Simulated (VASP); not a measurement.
Crystal: Se.

```
CELL_PARAMETERS angstrom
-2.26011 2.26011 5.45035
2.26011 -2.26011 5.45035
2.26011 2.26011 -5.45035
ATOMIC_POSITIONS crystal
Se 0.78721 0.78721 0.00000
Se 0.53721 0.03721 0.50000
Se 0.96279 0.46279 0.50000
Se 0.21279 0.21279 0.00000
Se 0.00000 0.00000 0.00000
Se 0.75000 0.25000 0.50000
```

The cell was built from a structure type or drawn by symmetry, and may not be a known phase.

```yaml
Program: VASP 6.6.1
Task: relaxation of cell and atoms
Functional: PBE
Potentials_or_basis: VASP PAW PBE potentials, release 64 (Se)
Cutoff: 600 eV
k_mesh: 6 × 6 × 6
Occupations: gaussian, width 0.1 eV
Spin: no spin polarisation
```

At the start: pressure 53.2 GPa; volume 18.56 Å³/atom.

Question: How do energy, volume and symmetry change on relaxing?

Answer: Over 20 steps the energy falls by 1233.0 meV/atom and the volume is 24.54 Å³/atom (+32.2 %); space group I4_1/amd (No. 141, to 0.1 Å) before and after.

Step by step:
```tsv
step	energy change (eV)	largest force (eV/Å)	pressure (GPa)	volume (Å³)
1	0.0000	2.3374	53.20	111.36
2	-4.5187	0.6704	-7.66	243.06
3	-7.0158	0.0026	-0.27	171.40
4	-7.0152	0.0212	0.12	170.03
5	-7.1012	0.3468	0.07	169.97
6	-7.1016	0.3703	0.08	169.96
7	-7.1246	0.3391	-0.24	170.28
8	-7.1757	0.2272	-1.20	171.22
9	-7.1857	0.0230	-2.99	173.00
10	-7.1965	0.0895	-2.22	172.24
11	-7.2056	0.0858	-2.19	171.70
12	-7.2317	0.0754	-2.08	170.11
13	-7.2774	0.0559	-1.83	166.95
14	-7.3438	0.0308	-1.26	160.68
15	-7.3925	0.0375	0.36	148.41
16	-7.3926	0.0399	0.49	147.62
17	-7.3958	0.0128	0.20	147.65
18	-7.3974	0.0272	-0.20	147.68
19	-7.3974	0.0226	-0.15	147.68
20	-7.3981	0.0083	-0.11	147.27
```

Final structure:
```
Se
1.0
    -2.67994    2.67994    5.12620
     2.67994   -2.67994    5.12620
     2.67994    2.67994   -5.12620
Se
6
Direct
  0.73937 0.73937 0.00000
  0.48937 0.98937 0.50000
  0.01063 0.51063 0.50000
  0.26063 0.26063 0.00000
  0.00000 0.00000 0.00000
  0.75000 0.25000 0.50000
```

Caveat: the volume moved by over 15 % at a fixed basis, so the end points are rough.
